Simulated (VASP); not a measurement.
# Al (P6_3/mmc) in VASP: single point with PBEsol

Aim: the single point of Al with PBEsol.

All numbers are computed with VASP 6.6.1; they aren't measurements. Logs are shortened: lines on timing, memory, paths and dates and some standing lists are left out, and cuts for length are marked.

## 1. The cell of the first run

The structure is hexagonal, space group P6_3/mmc (No. 194). Conventional cell: a = 2.836 Å, b = 2.836 Å, c = 9.322 Å, α = 90.00°, β = 90.00°, γ = 120.00°. Al (site symmetry -3m) has 12 Al at 2.84 to 2.85 Å within 3.7 Å. Al (site symmetry -6m2) has 12 Al at 2.84 to 2.85 Å within 3.7 Å.

## 2. Single point, PBEsol

INCAR

```
PREC = Accurate
ENCUT = 520
EDIFF = 1E-6
ISMEAR = 0
SIGMA = 0.1
LREAL = False
LASPH = True
NELM = 60
ALGO = Normal
ISIF = 2
LWAVE = False
LCHARG = False
GGA = PS
NBANDS = 14
```

KPOINTS

```
regular mesh
0
Gamma
  18 18 6
```

POSCAR

```
Al
1.0
    2.8360890836      0.0000000000      0.0000000000
   -1.4180445418      2.4561251938      0.0000000000
    0.0000000000      0.0000000000      9.3219634495
Al
4
Direct
    0.0000000000      0.0000000000      0.0000000000
    0.3333333333      0.6666666667      0.2500000000
    0.0000000000      0.0000000000      0.5000000000
    0.6666666667      0.3333333333      0.7500000000
```

Potentials or basis: VASP PAW PBE potentials, release 64 (Al).

Command:

```console
$ cat potpaw_PBE.64/Al/POTCAR > POTCAR
$ mpirun -np 1 vasp_std > vasp.out
```

OUTCAR:

```text
PREC = Accurate
   ENCUT = 520
   EDIFF = 1E-6
   ISMEAR = 0
   LREAL = False
   LASPH = True
   NELM = 60
   ISIF = 2
   GGA = PS

 ion  position               nearest neighbor table
   1  0.000  0.000  0.000-   2 2.85   4 2.85   4 2.85   2 2.85   4 2.85   2 2.85
   2  0.333  0.667  0.250-   1 2.85   3 2.85   1 2.85   3 2.85   1 2.85   3 2.85
   3  0.000  0.000  0.500-   2 2.85   4 2.85   4 2.85   2 2.85   4 2.85   2 2.85
   4  0.667  0.333  0.750-   1 2.85   3 2.85   1 2.85   3 2.85   1 2.85   3 2.85

  LATTYP: Found a hexagonal cell.
 ALAT       =     2.8360890836
 C/A-ratio  =     3.2869078420

  Lattice vectors:

 A1 = (   2.8360890836,   0.0000000000,   0.0000000000)
 A2 = (  -1.4180445418,   2.4561251938,   0.0000000000)
 A3 = (   0.0000000000,   0.0000000000,   9.3219634495)

Analysis of symmetry for initial positions (statically):
=====================================================================
 Subroutine PRICEL returns:
 Original cell was already a primitive cell.

 Routine SETGRP: Setting up the symmetry group for a
 hexagonal supercell.

 Subroutine GETGRP returns: Found 24 space group operations
 (whereof 12 operations were pure point group operations)
 out of a pool of 24 trial point group operations.

The static configuration has the point symmetry D_3d.
 The point group associated with its full space group is D_6h.

Analysis of symmetry for dynamics (positions and initial velocities):
=====================================================================
 Subroutine PRICEL returns:
 Original cell was already a primitive cell.

 Routine SETGRP: Setting up the symmetry group for a
 hexagonal supercell.

 Subroutine GETGRP returns: Found 24 space group operations
 (whereof 12 operations were pure point group operations)
 out of a pool of 24 trial point group operations.

The dynamic configuration has the point symmetry D_3d.
 The point group associated with its full space group is D_6h.

 Subroutine INISYM returns: Found 24 space group operations
 (whereof 12 operations are pure point group operations),
 and found     1 'primitive' translations

----------------------------------------------------------------------------------------

                                     Primitive cell

  volume of cell :      64.9348

  direct lattice vectors                    reciprocal lattice vectors
     2.836089084  0.000000000  0.000000000     0.352598233  0.203572685  0.000000000
    -1.418044542  2.456125194  0.000000000     0.000000000  0.407145370  0.000000000
     0.000000000  0.000000000  9.321963450     0.000000000  0.000000000  0.107273538

  length of vectors
     2.836089084  2.836089084  9.321963450     0.407145370  0.407145370  0.107273538

  position of ions in fractional coordinates (direct lattice)
     0.000000000  0.000000000  0.000000000
     0.333333333  0.666666667  0.250000000
     0.000000000  0.000000000  0.500000000
     0.666666667  0.333333333  0.750000000

  ion indices of the primitive-cell ions
   primitive index   ion index
                 1           1
                 2           2
                 3           3
                 4           4

----------------------------------------------------------------------------------------

 KPOINTS: regular mesh

Automatic generation of k-mesh.
 Grid dimensions read from file:
 generate k-points for:   18   18    6

 Generating k-lattice:

  Cartesian coordinates                     Fractional coordinates (reciprocal lattice)
     0.019588791  0.011309594  0.000000000     0.055555556 -0.000000000  0.000000000
     0.000000000  0.022619187  0.000000000     0.000000000  0.055555556  0.000000000
     0.000000000  0.000000000  0.017878923     0.000000000  0.000000000  0.166666667

  Length of vectors
     0.022619187  0.022619187  0.017878923

  Shift w.r.t. Gamma in fractional coordinates (k-lattice)
     0.000000000  0.000000000  0.000000000

 Subroutine IBZKPT returns following result:
 ===========================================

 Found    148 irreducible k-points:

 Following reciprocal coordinates:
            Coordinates               Weight
  0.000000  0.000000  0.000000      1.000000
  0.055556 -0.000000  0.000000      6.000000
  0.111111 -0.000000  0.000000      6.000000
  0.166667  0.000000  0.000000      6.000000
  0.222222  0.000000  0.000000      6.000000
  0.277778  0.000000  0.000000      6.000000
[... 16 lines left out ...]
  0.333333  0.111111  0.000000     12.000000
  0.388889  0.111111  0.000000     12.000000
 [... further k-points ...]
   k-points           NKPTS =    148   k-points in BZ     NKDIM =    148   number of bands    NBANDS=     14
   number of dos      NEDOS =    301   number of ions     NIONS =      4
   total plane-waves  NPLWV =  40320
   dimension x,y,z NGX =    24 NGY =   24 NGZ =   70
   dimension x,y,z NGXF=    48 NGYF=   48 NGZF=  140
   ions per type =               4
   NGX,Y,Z   is equivalent  to a cutoff of  14.07, 14.07, 12.48 a.u.
   NGXF,Y,Z  is equivalent  to a cutoff of  28.14, 28.14, 24.97 a.u.
 SYSTEM =  unknown system
   PREC   = accura    normal or accurate (medium, high low for compatibility)
   ISTART =      0    job   : 0-new  1-cont  2-samecut
   ICHARG =      2    charge: 1-file 2-atom 10-const
   ISPIN  =      1    spin polarized calculation?
   LNONCOLLINEAR =      F non collinear calculations
   LSORBIT =      F    spin-orbit coupling
   LASPH  =      T    aspherical Exc in radial PAW
   ENCUT  =  520.0 eV  38.22 Ry    6.18 a.u.   5.27  5.27 17.33*2*pi/ulx,y,z
   NELM   =     60;   NELMIN=  2; NELMDL= -5     # of ELM steps
   EDIFF  = 0.1E-05   stopping-criterion for ELM
   LREAL  =      F    real-space projection
   EDIFFG = 0.1E-04   stopping-criterion for IOM
   NSW    =      0    number of steps for IOM
   IBRION =     -1    ionic relax: 0-MD 1-quasi-New 2-CG
   NFREE  =      0    steps in history (QN), initial steepest desc. (CG)
   ISIF   =      2    stress and relaxation
   ISYM   =      2    0-nonsym 1-usesym 2-fastsym
   POTIM  = 0.5000    time-step for ionic-motion
   TEBEG  =    0.0;   TEEND  =   0.0 temperature during run
   PSTRESS=    0.0 pullay stress
   NELECT =      12.0000    total number of electrons
   NUPDOWN=      -1.0000    fix difference up-down
   EMIN   =  10.00;   EMAX   =-10.00  energy-range for DOS
   EFERMI =   0.00;   METHOD = LEGACY
   ISMEAR =     0;   SIGMA  =   0.10  broadening in eV -4-tet -1-fermi 0-gaus
   EFERMI_NEDOS =   21; number of points for ismear=-14 and -15
   IALGO  =     38    algorithm
   IMIX   =      4    mixing-type and parameters
     AMIX     =   0.40;   BMIX     =  1.00
     AMIX_MAG =   1.60;   BMIX_MAG =  1.00
  volume/ion in A,a.u.               =      16.23       109.55
  Fermi-wavevector in a.u.,A,eV,Ry     =   0.932487  1.762144 11.830694  0.869531
  Thomas-Fermi vector in A             =   2.059090
   LORBIT       =      0    0 simple, 1 ext, 2 COOP (PROOUT), +10 PAW based schemes
   GGA     = PS    functional components
   LHFCALC =     F    Hartree Fock is set to
   AEXX    =    0.0000 exact exchange contribution
   IVDW    =     0    specifies the selected vdW correction
   LEPSILON=     F    determine dielectric tensor
   LRPA    =     F    only Hartree local field effects (RPA)
 non-spin polarized calculation
 Gauss-broadening in eV      SIGMA  =   0.10
  energy-cutoff  :      520.00
  volume of cell :       64.93
 maximum number of plane-waves:      1772
 NGX is ok and might be reduce to    24
   NGX = 11   NGY = 11   NGZ = 35

 number of electron      12.0000000 magnetization

 Free energy of the ion-electron system (eV)
  ---------------------------------------------------
  ext. energy  EPLUGINS =         0.00000000
  ---------------------------------------------------
  free energy    TOTEN  =       -16.32175658 eV

  energy without entropy =      -16.31442982  energy(sigma->0) =      -16.31809320

 E-fermi :   8.1100     XC(G=0): -10.3169

 val. band max:        8.0688923567   @ k =   0.2778   0.2778   0.0000
 cond. band min:       8.1242505973   @ k =   0.3889   0.1667   0.1667
 fundamental gap:      0.0553582406
 Fermi energy:         8.1099722009

 k-point     1 :       0.0000    0.0000    0.0000
  band No.  band energies     occupation
      1      -3.1237      2.00000
      2      -1.4344      2.00000
      3      -1.4274      2.00000
      4       3.4273      2.00000
      5       3.6424      2.00000
      6      11.4636      0.00000
      7      11.4744      0.00000
      8      18.9930      0.00000
      9      18.9930      0.00000
     10      19.1581      0.00000
     11      19.1581      0.00000
     12      20.1173      0.00000
     13      20.1185      0.00000
     14      20.2882      0.00000

 k-point     2 :       0.0556   -0.0000    0.0000
  band No.  band energies     occupation
      1      -3.0480      2.00000
      2      -1.3596      2.00000
      3      -1.3526      2.00000
      4       3.4973      2.00000
      5       3.7163      2.00000
      6      11.5245      0.00000
      7      11.5377      0.00000
      8      17.3637      0.00000
      9      17.9771      0.00000
     10      18.7083      0.00000
     11      18.7875      0.00000
     12      19.2858      0.00000
     13      19.3622      0.00000
     14      19.3907      0.00000
[... 343 lines left out ...]
      1       0.7569      2.00000
      2       2.3963      2.00000
      3       2.3979      2.00000
      4       5.8399      2.00000
      5       6.9471      2.00000
      6       7.2599      2.00000
      7       7.7374      2.00000
      8       7.9829      1.92761
      9      10.9696      0.00000
     10      12.0545      0.00000
     11      12.4576      0.00000
     12      12.7210      0.00000
     13      13.1435      0.00000
     14      15.2755      0.00000

 k-point    24 :       0.3889    0.1111    0.0000
  band No.  band energies     occupation
      1       1.8547      2.00000
      2       3.4627      2.00000
      3       3.4695      2.00000
      4       4.4387      2.00000
      5       6.0856      2.00000
      6       6.1130      2.00000
      7       8.1737      0.36775
      8       8.5718      0.00000
      9      10.4667      0.00000
     10      10.6867      0.00000
     11      11.6545      0.00000
     12      12.4794      0.00000
     13      12.7276      0.00000
     14      16.1115      0.00000

 [... further k-points ...]

------------------------ aborting loop because EDIFF is reached ----------------------------------------

  FORCE on cell =-STRESS in cart. coord.  units (eV):
  Direction    XX          YY          ZZ          XY          YZ          ZX
  --------------------------------------------------------------------------------------
  -------------------------------------------------------------------------------------
  Total        0.0406630      0.0406630      0.0264201      0.0000000      0.0000000      0.0000000
  in kB        1.0033040      1.0033040      0.6518785      0.0000000      0.0000000      0.0000000
  external PRESSURE =       0.8861621 kB  Pullay stress =       0.0000000 kB

 VOLUME and BASIS-vectors are now :
 -----------------------------------------------------------------------------
  energy-cutoff  :      520.00
  volume of cell :       64.93
      direct lattice vectors                 reciprocal lattice vectors
     2.836089084  0.000000000  0.000000000     0.352598233  0.203572685  0.000000000
    -1.418044542  2.456125194  0.000000000     0.000000000  0.407145370  0.000000000
     0.000000000  0.000000000  9.321963450     0.000000000  0.000000000  0.107273538

 POSITION                                       TOTAL-FORCE (eV/Angst)
 -----------------------------------------------------------------------------------
      0.00000      0.00000      0.00000         0.000000      0.000000      0.000000
     -0.00000      1.63742      2.33049         0.000000     -0.000000      0.000000
      0.00000      0.00000      4.66098         0.000000      0.000000      0.000000
      1.41804      0.81871      6.99147        -0.000000      0.000000     -0.000000
 -----------------------------------------------------------------------------------
    total drift:                               -0.000000      0.000000      0.000000

  FREE ENERGIE OF THE ION-ELECTRON SYSTEM (eV)
  ---------------------------------------------------
  free  energy   TOTEN  =       -16.3217565790 eV

  energy  without entropy=      -16.3144298198  energy(sigma->0) =      -16.31809320
```

Run time: 1.8 min. Hardware: 1 thread of Intel Xeon 8259CL, shared host; peak memory 0.24 GiB.

Results:

- Free energy: -16.3218 eV
- Pressure: 0.1 GPa
- Band gap on the k mesh: zero (band 6 reaches 11.99 eV, above the bottom of band 7 at 6.57 eV)

Caveat: the PAW data sets were made with another functional, which shifts forces and pressure a little.
